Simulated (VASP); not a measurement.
GaN, 8 atoms in the cell. Symmetry: P6_3mc, No. 186, hexagonal system. Conventional cell: a = 3.167 Å, b = 3.167 Å, c = 10.506 Å, α = 90.00°, β = 90.00°, γ = 120.00°. Ga (site symmetry 3m) has 4 N at 1.96 to 1.99 Å within 2.6 Å. Within 2.6 Å of Ga (site symmetry 3m) lie 3 N at 1.94 Å. Within 2.6 Å of N (site symmetry 3m) lie 3 Ga at 1.96 Å. N (site symmetry 3m) has 4 Ga at 1.94 to 1.99 Å within 2.6 Å. 

| Quantity | Value |
| --- | --- |
| Program | VASP 6.6.1 |
| Task | single point |
| Functional | PBE |
| Potentials or basis | VASP PAW PBE potentials, release 64 (Ga_d, N) |
| Cutoff | 520 eV |
| k mesh | 12 × 12 × 4 |
| Occupations | gaussian, width 0.05 eV |
| Spin | no spin polarisation |
| Dipole correction | no |
| Further INCAR settings | ALGO = Normal; EDIFF = 1e-06; NBANDS = 46 |

Potentials or basis: VASP PAW PBE potentials, release 64 (Ga_d, N).

Run with:

```sh
$ cat potpaw_PBE.64/Ga_d/POTCAR potpaw_PBE.64/N/POTCAR > POTCAR
$ mpirun -np 1 vasp_std > vasp.out
```

Hardware: 1 thread of AMD EPYC 7R13, with other jobs on the host.

**Question.** How long does it take, and how much memory?

**Answer.** Wall time 7 min on 1 thread of AMD EPYC 7R13, on a shared host, peak memory 0.28 GiB. Counts: scf iterations 15, k points 57.
